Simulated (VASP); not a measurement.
Wanted: the native input for a VASP 6.6.1 run.

| Property | Result |
| --- | --- |
| Task | relaxation of cell and atoms |
| Functional | PBE |
| Potentials or basis | VASP PAW PBE potentials, release 64 (Hf_pv, S) |
| Cutoff | 600 eV |
| k mesh | 6 × 6 × 1 |
| Occupations | gaussian, width 0.2 eV |
| Spin | no spin polarisation |
| Dipole correction | no |
| Further INCAR settings | ALGO = Normal; EDIFF = 1e-06; IBRION = 2; EDIFFG = -0.08; NSW = 36; ISIF = 3 |

The structure of Hf7S lies in POSCAR:

```
Hf7S
1.0
    3.2000000000      0.0000000000      0.0000000000
   -1.6000000000      2.7712812900      0.0000000000
    0.0000000000      0.0000000000     17.5000000000
Hf S
7 1
Direct
    0.0000000000      0.0000000000      0.5000000000
    0.3333333300      0.6666666700      0.3640000000
    0.6666666700      0.3333333300      0.6360000000
    0.3333333300      0.6666666700      0.7720000000
    0.6666666700      0.3333333300      0.9080000000
    0.3333333300      0.6666666700      0.0920000000
    0.6666666700      0.3333333300      0.2280000000
    0.0000000000      0.0000000000      0.0000000000
```

The input as run:

INCAR

```
PREC = Accurate
ENCUT = 600
EDIFF = 1E-6
ISMEAR = 0
SIGMA = 0.2
LREAL = F
LASPH = T
NELM = 100
ALGO = Normal
ISIF = 3
LWAVE = F
LCHARG = F
GGA = PE
IBRION = 2
NSW = 36
EDIFFG = -0.08
```

KPOINTS

```
Automatic mesh
0
Gamma
  6 6 1
```

Potentials or basis: VASP PAW PBE potentials, release 64 (Hf_pv, S).

The run is started by

```bash
$ cat potpaw_PBE.64/Hf_pv/POTCAR potpaw_PBE.64/S/POTCAR > POTCAR
$ mpirun -np 1 vasp_std > vasp.out
```

It gave:

The relaxed volume is 21.52 Å³/atom and the relaxed cell is a = 3.253 Å, b = 3.253 Å, c = 18.781 Å, α = 90.00°, β = 90.00°, γ = 120.00°. The space group after relaxing (to 0.1 Å) is P-3m1 (No. 164) and the energy gained by relaxing is 121.6 meV/atom. The ionic steps are 9, the pressure after relaxing is 0.1 GPa and the largest force after relaxing is 0.045 eV/Å. The band gap on the k mesh is zero (bands 38 and 39 overlap by 0.81 eV).

Caveat: the k points lie up to 0.37 Å⁻¹ apart in the final cell, too coarse for converged energies and pressures of a metal; spin-orbit coupling is left out, which moves the levels of the heavy elements; the relaxation stopped at a loose force limit of 0.08 eV/Å, so its end isn't a converged minimum.

Run time: 12 min on 1 thread of Intel(R) Xeon(R) Platinum 8488C (Sapphire Rapids), on a shared host, peak memory 0.35 GiB.
